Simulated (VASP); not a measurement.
# C (P6_3/mmc) in VASP: a series of runs

The runs below take C through single point, with LDA.

The COD entry that gives the cell may itself be a prediction, so a difference from it is no test against experiment.

All numbers are computed with VASP 6.6.1; they aren't measurements. Logs are shortened: lines on timing, memory, paths and dates and some standing lists are left out, and cuts for length are marked.

### 1 The cell of the first run

Symmetry: P6_3/mmc, No. 194, hexagonal system. The conventional cell has a = 2.519 Å, b = 2.519 Å, c = 8.023 Å, α = 90.00°, β = 90.00°, γ = 120.00°. Within 1.9 Å of C (site symmetry 3m) lie 4 C at 1.42 to 1.56 Å. C (site symmetry 3m) has 4 C at 1.46 to 1.56 Å within 1.9 Å.

### 2 Single point, LDA (mode 21 frozen in at -0.036 Å, strain +e along z and -e/2 along x and y -0.0233)

Contents of INCAR:

```
  PREC = Accurate
  ENCUT = 520
  EDIFF = 1E-6
  ISMEAR = 0
  SIGMA = 0.05
  LREAL = F
  LASPH = T
  NELM = 60
  ALGO = Normal
  ISIF = 2
  LWAVE = F
  LCHARG = F
  GGA = CA
  NBANDS = 26
```

Contents of KPOINTS:

```
regular mesh
0
Gamma
  12 12 4
```

Contents of POSCAR:

```
C
1.0
    2.5186290723      0.0000000000      0.0000000000
   -1.2593145361      2.1811967593      0.0000000000
    0.0000000000      0.0000000000      8.0228736867
C
8
Direct
    0.0000000000      0.0000000000      0.0885539126
    0.0000000000      0.0000000000      0.5885539126
    0.0000000000      0.0000000000      0.4114460874
    0.0000000000      0.0000000000      0.9114460874
    0.3333333333      0.6666666667      0.1589518456
    0.6666666667      0.3333333333      0.6589518456
    0.3333333333      0.6666666667      0.3410481544
    0.6666666667      0.3333333333      0.8410481544
```

Potentials or basis: VASP PAW LDA potentials, release 64 (C).

Command:

```bash
$ cat potpaw_LDA.64/C/POTCAR > POTCAR
$ mpirun -np 1 vasp_std > vasp.out
```

OUTCAR:

```text
PREC = Accurate
   ENCUT = 520
   EDIFF = 1E-6
   ISMEAR = 0
   LREAL = F
   LASPH = T
   NELM = 60
   ISIF = 2
   GGA = CA

 ion  position               nearest neighbor table
   1  0.000  0.000  0.089-   4 1.42   5 1.56   5 1.56   5 1.56
   2  0.000  0.000  0.589-   3 1.42   6 1.56   6 1.56   6 1.56
   3  0.000  0.000  0.411-   2 1.42   7 1.56   7 1.56   7 1.56
   4  0.000  0.000  0.911-   1 1.42   8 1.56   8 1.56   8 1.56
   5  0.333  0.667  0.159-   7 1.46   1 1.56   1 1.56   1 1.56
   6  0.667  0.333  0.659-   8 1.46   2 1.56   2 1.56   2 1.56
   7  0.333  0.667  0.341-   5 1.46   3 1.56   3 1.56   3 1.56
   8  0.667  0.333  0.841-   6 1.46   4 1.56   4 1.56   4 1.56

  LATTYP: Found a hexagonal cell.
 ALAT       =     2.5186290723
 C/A-ratio  =     3.1854129593

  Lattice vectors:

 A1 = (   2.5186290723,   0.0000000000,   0.0000000000)
 A2 = (  -1.2593145361,   2.1811967593,   0.0000000000)
 A3 = (   0.0000000000,   0.0000000000,   8.0228736867)

Analysis of symmetry for initial positions (statically):
=====================================================================
 Subroutine PRICEL returns:
 Original cell was already a primitive cell.

 Routine SETGRP: Setting up the symmetry group for a
 hexagonal supercell.

 Subroutine GETGRP returns: Found 24 space group operations
 (whereof 12 operations were pure point group operations)
 out of a pool of 24 trial point group operations.

The static configuration has the point symmetry D_3d.
 The point group associated with its full space group is D_6h.

Analysis of symmetry for dynamics (positions and initial velocities):
=====================================================================
 Subroutine PRICEL returns:
 Original cell was already a primitive cell.

 Routine SETGRP: Setting up the symmetry group for a
 hexagonal supercell.

 Subroutine GETGRP returns: Found 24 space group operations
 (whereof 12 operations were pure point group operations)
 out of a pool of 24 trial point group operations.

The dynamic configuration has the point symmetry D_3d.
 The point group associated with its full space group is D_6h.

 Subroutine INISYM returns: Found 24 space group operations
 (whereof 12 operations are pure point group operations),
 and found     1 'primitive' translations

----------------------------------------------------------------------------------------

[... 104 lines left out ...]
   EDIFF  = 0.1E-05   stopping-criterion for ELM
   LREAL  =      F    real-space projection
   EDIFFG = 0.1E-04   stopping-criterion for IOM
   NSW    =      0    number of steps for IOM
   IBRION =     -1    ionic relax: 0-MD 1-quasi-New 2-CG
   NFREE  =      0    steps in history (QN), initial steepest desc. (CG)
   ISIF   =      2    stress and relaxation
   ISYM   =      2    0-nonsym 1-usesym 2-fastsym
   POTIM  = 0.5000    time-step for ionic-motion
   TEBEG  =    0.0;   TEEND  =   0.0 temperature during run
   PSTRESS=    0.0 pullay stress
   NELECT =      32.0000    total number of electrons
   NUPDOWN=      -1.0000    fix difference up-down
   EMIN   =  10.00;   EMAX   =-10.00  energy-range for DOS
   EFERMI =   0.00;   METHOD = LEGACY
   ISMEAR =     0;   SIGMA  =   0.05  broadening in eV -4-tet -1-fermi 0-gaus
   EFERMI_NEDOS =   21; number of points for ismear=-14 and -15
   IALGO  =     38    algorithm
   IMIX   =      4    mixing-type and parameters
     AMIX     =   0.40;   BMIX     =  1.00
     AMIX_MAG =   1.60;   BMIX_MAG =  1.00
  volume/ion in A,a.u.               =       5.51        37.18
  Fermi-wavevector in a.u.,A,eV,Ry     =   1.471392  2.780528 29.456550  2.164995
  Thomas-Fermi vector in A             =   2.586534
   LORBIT       =      0    0 simple, 1 ext, 2 COOP (PROOUT), +10 PAW based schemes
   GGA     = CA    functional components
   LHFCALC =     F    Hartree Fock is set to
   AEXX    =    0.0000 exact exchange contribution
   IVDW    =     0    specifies the selected vdW correction
   LEPSILON=     F    determine dielectric tensor
   LRPA    =     F    only Hartree local field effects (RPA)
 non-spin polarized calculation
 Gauss-broadening in eV      SIGMA  =   0.05
  energy-cutoff  :      520.00
  volume of cell :       44.07
 maximum number of plane-waves:      1212
 NGX is ok and might be reduce to    20
   NGX =  9   NGY =  9   NGZ = 29

 number of electron      32.0000000 magnetization

 Free energy of the ion-electron system (eV)
  ---------------------------------------------------
  ext. energy  EPLUGINS =         0.00000000
  ---------------------------------------------------
  free energy    TOTEN  =       -80.34503888 eV

  energy without entropy =      -80.34503888  energy(sigma->0) =      -80.34503888

 E-fermi :  11.1321     XC(G=0): -13.6341

 val. band max:       10.8889218311   @ k =   0.0000   0.0000   0.0000
 cond. band min:      14.5220819872   @ k =   0.4167   0.0000   0.0000
 fundamental gap:      3.6331601560
 Fermi energy:        11.1320629753

 k-point     1 :       0.0000    0.0000    0.0000
  band No.  band energies     occupation
      1     -11.5954      2.00000
      2      -9.8932      2.00000
      3      -9.6846      2.00000
      4      -4.9785      2.00000
      5      -4.0391      2.00000
      6       3.2422      2.00000
[... 685 lines left out ...]
     25      21.4340      0.00000
     26      23.0811      0.00000

 [... further k-points ...]
[... 5 lines left out ...]
  --------------------------------------------------------------------------------------
  -------------------------------------------------------------------------------------
  Total       -3.8628262     -3.8628262     12.7605921     -0.0000000      0.0000000      0.0000000
  in kB     -140.4192788   -140.4192788    463.8658471     -0.0000000      0.0000000      0.0000000
  external PRESSURE =      61.0090965 kB  Pullay stress =       0.0000000 kB

 VOLUME and BASIS-vectors are now :
 -----------------------------------------------------------------------------
  energy-cutoff  :      520.00
  volume of cell :       44.07
      direct lattice vectors                 reciprocal lattice vectors
     2.518629072  0.000000000  0.000000000     0.397041395  0.229231956  0.000000000
    -1.259314536  2.181196759  0.000000000     0.000000000  0.458463912  0.000000000
     0.000000000  0.000000000  8.022873687     0.000000000  0.000000000  0.124643618

 POSITION                                       TOTAL-FORCE (eV/Angst)
 -----------------------------------------------------------------------------------
      0.00000      0.00000      0.71046         0.000000     -0.000000      3.590409
      0.00000      0.00000      4.72189        -0.000000     -0.000000      3.590409
      0.00000      0.00000      3.30098         0.000000      0.000000     -3.590409
      0.00000      0.00000      7.31242        -0.000000      0.000000     -3.590409
     -0.00000      1.45413      1.27525        -0.000000      0.000000     -2.757258
      1.25931      0.72707      5.28669         0.000000     -0.000000     -2.757258
     -0.00000      1.45413      2.73619        -0.000000      0.000000      2.757258
      1.25931      0.72707      6.74762         0.000000     -0.000000      2.757258
 -----------------------------------------------------------------------------------
    total drift:                                0.000000      0.000000     -0.000000

  FREE ENERGIE OF THE ION-ELECTRON SYSTEM (eV)
  ---------------------------------------------------
  free  energy   TOTEN  =       -80.3450388847 eV

  energy  without entropy=      -80.3450388847  energy(sigma->0) =      -80.34503888
```

stdout:

```text
POSCAR found type information on POSCAR C
 POSCAR found :  1 types and       8 ions
 scaLAPACK will be used
 LDA part: xc-table for (Slater(with rela. corr.)+CA(PZ))
 , standard interpolation
 POSCAR, INCAR and KPOINTS ok, starting setup
 FFT: planning ... GRIDC
 FFT: planning ... GRID_SOFT
 FFT: planning ... GRID
 WAVECAR not read
 entering main loop
```

Wall time 52 s (1 thread of Intel Xeon Platinum 8259CL at 2.50GHz (Skylake/Cascade Lake), shared host); peak memory 0.16 GiB.

Results:

```
Free energy            : -80.3450 eV
Pressure               : 6.1 GPa
Largest force          : 3.590 eV/Å
Band gap on the k mesh : 3.63 eV, indirect (least direct gap 3.83 eV)
```

Forces on the atoms (eV/Å):
```
C    0.000  0.000  3.590
C    0.000  0.000  3.590
C    0.000  0.000 -3.590
C    0.000  0.000 -3.590
C    0.000  0.000 -2.757
C    0.000  0.000 -2.757
C    0.000  0.000  2.757
C    0.000  0.000  2.757
```

Stress tensor (GPa, compression positive):
```
-14.04   0.00   0.00
  0.00 -14.04   0.00
  0.00   0.00  46.39
```

Levels at points of the mesh, in eV from the valence-band top:
| k point | band 13 | band 14 | band 15 | band 16 | band 17 | band 18 | band 19 | band 20 |
| --- | --- | --- | --- | --- | --- | --- | --- | --- |
| (0.00, 0.00, 0.00) | -2.46 | -1.96 | 0.00 | 0.00 | 3.83 | 3.83 | 6.43 | 6.43 |
| (0.50, 0.00, 0.00) | -5.66 | -5.48 | -4.80 | -2.89 | 3.69 | 4.76 | 5.42 | 5.87 |
| (0.00, 0.00, 0.50) | -1.00 | -1.00 | -1.00 | -1.00 | 5.00 | 5.00 | 5.00 | 5.00 |
| (0.50, 0.00, 0.50) | -5.92 | -5.92 | -3.88 | -3.88 | 4.08 | 4.08 | 6.37 | 6.37 |

Caveat: the cell differs from its parent crystal (mode 21 frozen in at -0.036 Å, strain +e along z and -e/2 along x and y -0.0233); forces of over 1 eV/Å act on the atoms, so gaps and moduli don't describe the material at rest.

### 3 Single point, LDA (mode 21 frozen in at +0.012 Å, strain +e along z and -e/2 along x and y -0.0233)

Contents of INCAR:

```
ALGO = Normal ; EDIFF = 1E-7
ENCUT = 520 ; ISIF = 2
ISMEAR = 0 ; LASPH = T
LCHARG = T ; LELF = T
LREAL = F ; LVHAR = T
LWAVE = F ; NBANDS = 26
NELM = 60 ; PREC = Accurate
SIGMA = 0.05
```

Contents of KPOINTS:

```
k-points
0
Gamma
  12 12 4
```

Contents of POSCAR:

```
C
1.0
    2.5186290723      0.0000000000      0.0000000000
   -1.2593145361      2.1811967593      0.0000000000
    0.0000000000      0.0000000000      8.0228736867
C
8
Direct
    0.0000000000      0.0000000000      0.0943974049
    0.0000000000      0.0000000000      0.5943974049
    0.0000000000      0.0000000000      0.4056025951
    0.0000000000      0.0000000000      0.9056025951
    0.3333333333      0.6666666667      0.1544085368
    0.6666666667      0.3333333333      0.6544085368
    0.3333333333      0.6666666667      0.3455914632
    0.6666666667      0.3333333333      0.8455914632
```

Potentials or basis: VASP PAW LDA potentials, release 64 (C).

Command:

```bash
$ cat potpaw_LDA.64/C/POTCAR > POTCAR
$ mpirun -np 1 vasp_std > vasp.out
```

OUTCAR:

```text
EDIFF = 1E-7
   ENCUT = 520
   ISIF = 2
   ISMEAR = 0
   LASPH = T
   LREAL = F
   NELM = 60
   PREC = Accurate

 ion  position               nearest neighbor table
   1  0.000  0.000  0.094-   4 1.51   5 1.53   5 1.53   5 1.53
   2  0.000  0.000  0.594-   3 1.51   6 1.53   6 1.53   6 1.53
   3  0.000  0.000  0.406-   2 1.51   7 1.53   7 1.53   7 1.53
   4  0.000  0.000  0.906-   1 1.51   8 1.53   8 1.53   8 1.53
   5  0.333  0.667  0.154-   1 1.53   1 1.53   1 1.53   7 1.53
   6  0.667  0.333  0.654-   2 1.53   2 1.53   2 1.53   8 1.53
   7  0.333  0.667  0.346-   3 1.53   3 1.53   3 1.53   5 1.53
   8  0.667  0.333  0.846-   4 1.53   4 1.53   4 1.53   6 1.53

  LATTYP: Found a hexagonal cell.
 ALAT       =     2.5186290723
 C/A-ratio  =     3.1854129593

  Lattice vectors:

 A1 = (   2.5186290723,   0.0000000000,   0.0000000000)
 A2 = (  -1.2593145361,   2.1811967593,   0.0000000000)
 A3 = (   0.0000000000,   0.0000000000,   8.0228736867)

Analysis of symmetry for initial positions (statically):
=====================================================================
 Subroutine PRICEL returns:
 Original cell was already a primitive cell.

 Routine SETGRP: Setting up the symmetry group for a
 hexagonal supercell.

 Subroutine GETGRP returns: Found 24 space group operations
 (whereof 12 operations were pure point group operations)
 out of a pool of 24 trial point group operations.

The static configuration has the point symmetry D_3d.
 The point group associated with its full space group is D_6h.

Analysis of symmetry for dynamics (positions and initial velocities):
=====================================================================
 Subroutine PRICEL returns:
 Original cell was already a primitive cell.

 Routine SETGRP: Setting up the symmetry group for a
 hexagonal supercell.

[... 133 lines left out ...]
   EFERMI_NEDOS =   21; number of points for ismear=-14 and -15
   IALGO  =     38    algorithm
   IMIX   =      4    mixing-type and parameters
     AMIX     =   0.40;   BMIX     =  1.00
     AMIX_MAG =   1.60;   BMIX_MAG =  1.00
  volume/ion in A,a.u.               =       5.51        37.18
  Fermi-wavevector in a.u.,A,eV,Ry     =   1.471392  2.780528 29.456550  2.164995
  Thomas-Fermi vector in A             =   2.586534
   LORBIT       =      0    0 simple, 1 ext, 2 COOP (PROOUT), +10 PAW based schemes
   GGA     = CA    functional components
   LHFCALC =     F    Hartree Fock is set to
   AEXX    =    0.0000 exact exchange contribution
   IVDW    =     0    specifies the selected vdW correction
   LEPSILON=     F    determine dielectric tensor
   LRPA    =     F    only Hartree local field effects (RPA)
 non-spin polarized calculation
 Gauss-broadening in eV      SIGMA  =   0.05
  energy-cutoff  :      520.00
  volume of cell :       44.07
 maximum number of plane-waves:      1212
 NGX is ok and might be reduce to    20
   NGX =  9   NGY =  9   NGZ = 29

 number of electron      31.9999998 magnetization

 Free energy of the ion-electron system (eV)
  ---------------------------------------------------
  ext. energy  EPLUGINS =         0.00000000
  ---------------------------------------------------
  free energy    TOTEN  =       -80.73944582 eV

  energy without entropy =      -80.73944582  energy(sigma->0) =      -80.73944582

 E-fermi :  10.6705     XC(G=0): -13.6369

 val. band max:       10.3979241784   @ k =   0.0000   0.0000   0.0000
 cond. band min:      14.4036026162   @ k =   0.5000   0.0000   0.0000
 fundamental gap:      4.0056784378
 Fermi energy:        10.6704784801

 k-point     1 :       0.0000    0.0000    0.0000
  band No.  band energies     occupation
      1     -11.5703      2.00000
      2      -9.7825      2.00000
      3      -9.7213      2.00000
      4      -5.2006      2.00000
      5      -3.4415      2.00000
      6       3.8973      2.00000
[... 685 lines left out ...]
     25      20.9664      0.00000
     26      23.1640      0.00000

 [... further k-points ...]
[... 5 lines left out ...]
  --------------------------------------------------------------------------------------
  -------------------------------------------------------------------------------------
  Total       -3.3055738     -3.3055738      8.6267679     -0.0000000     -0.0000000      0.0000000
  in kB     -120.1623561   -120.1623561    313.5954027     -0.0000000     -0.0000000      0.0000000
  external PRESSURE =      24.4235635 kB  Pullay stress =       0.0000000 kB

 VOLUME and BASIS-vectors are now :
 -----------------------------------------------------------------------------
  energy-cutoff  :      520.00
  volume of cell :       44.07
      direct lattice vectors                 reciprocal lattice vectors
     2.518629072  0.000000000  0.000000000     0.397041395  0.229231956  0.000000000
    -1.259314536  2.181196759  0.000000000     0.000000000  0.458463912  0.000000000
     0.000000000  0.000000000  8.022873687     0.000000000  0.000000000  0.124643618

 POSITION                                       TOTAL-FORCE (eV/Angst)
 -----------------------------------------------------------------------------------
      0.00000      0.00000      0.75734         0.000000     -0.000000     -0.790726
      0.00000      0.00000      4.76878        -0.000000      0.000000     -0.790726
      0.00000      0.00000      3.25410        -0.000000     -0.000000      0.790726
      0.00000      0.00000      7.26554        -0.000000      0.000000      0.790726
     -0.00000      1.45413      1.23880        -0.000000      0.000000      0.508313
      1.25931      0.72707      5.25024         0.000000      0.000000      0.508313
     -0.00000      1.45413      2.77264        -0.000000      0.000000     -0.508313
      1.25931      0.72707      6.78407         0.000000     -0.000000     -0.508313
 -----------------------------------------------------------------------------------
    total drift:                               -0.000000      0.000000      0.000000

  FREE ENERGIE OF THE ION-ELECTRON SYSTEM (eV)
  ---------------------------------------------------
  free  energy   TOTEN  =       -80.7394458167 eV

  energy  without entropy=      -80.7394458167  energy(sigma->0) =      -80.73944582
```

stdout:

```text
POSCAR found type information on POSCAR C
 POSCAR found :  1 types and       8 ions
 scaLAPACK will be used
 LDA part: xc-table for (Slater(with rela. corr.)+CA(PZ))
 , standard interpolation
 POSCAR, INCAR and KPOINTS ok, starting setup
 FFT: planning ... GRIDC
 FFT: planning ... GRID_SOFT
 FFT: planning ... GRID
 WAVECAR not read
 entering main loop
```

It took 57 s on 1 thread of Intel Xeon Platinum 8259CL at 2.50GHz (Skylake/Cascade Lake), shared host; peak memory 0.16 GiB.

What came out:

* Free energy: -80.7394 eV
* Pressure: 2.4 GPa
* Largest force: 0.791 eV/Å
* Band gap on the k mesh: 4.01 eV, indirect (least direct gap 4.97 eV)

Forces on the atoms (eV/Å):
```
C    0.000  0.000 -0.791
C    0.000  0.000 -0.791
C    0.000  0.000  0.791
C    0.000  0.000  0.791
C    0.000  0.000  0.508
C    0.000  0.000  0.508
C    0.000  0.000 -0.508
C    0.000  0.000 -0.508
```

Stress tensor (GPa, compression positive):
```
-12.02   0.00   0.00
  0.00 -12.02   0.00
  0.00   0.00  31.36
```

Caveat: the cell differs from its parent crystal (mode 21 frozen in at +0.012 Å, strain +e along z and -e/2 along x and y -0.0233). A k mesh can miss the band edges.
